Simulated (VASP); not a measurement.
Input of a VASP 6.6.1 run:

INCAR

```
SYSTEM = Tl2H3
ALGO = Normal
EDIFF = 1E-6
ENCUT = 520
GGA = PE
ISIF = 2
ISMEAR = 0
LASPH = .TRUE.
LCHARG = .TRUE.
LELF = .TRUE.
LREAL = .FALSE.
LVHAR = .TRUE.
LWAVE = .FALSE.
NBANDS = 22
NELM = 100
PREC = Accurate
SIGMA = 0.1
```

The input KPOINTS:

```
k-points
0
G
  6 6 6
  0 0 0
```

The input POSCAR:

```
Tl2H3
1.0
    1.8866472975      1.0892563251      6.8666281784
   -1.8866472975      1.0892563251      6.8666281784
    0.0000000000     -2.1785126501      6.8666281784
Tl H
2 3
Direct
    0.4092600958      0.4092600958      0.4092600958
    0.5907399042      0.5907399042      0.5907399042
    0.0000000000      0.0000000000      0.0000000000
    0.2348597644      0.2348597644      0.2348597644
    0.7651402356      0.7651402356      0.7651402356
```

Potentials or basis: VASP PAW PBE potentials, release 64 (Tl_d, H).

Launch:

```bash
$ cat potpaw_PBE.64/Tl_d/POTCAR potpaw_PBE.64/H/POTCAR > POTCAR
$ mpirun -np 1 vasp_std > vasp.out
```

Problem. What does it give for the pressure?

Solution. 0.0 GPa.

Problem. Estimate the largest force.

Solution. 0.016 eV/Å.

Problem. What does it give for the band gap on the k mesh?

Solution. Zero (an odd number of electrons rules out a gap without spin polarisation).

Stress tensor (GPa, compression positive):
```
 0.14  0.00  0.00
 0.00  0.14  0.00
 0.00  0.00 -0.19
```

Caveat: spin-orbit coupling is left out, which moves the levels of the heavy elements.
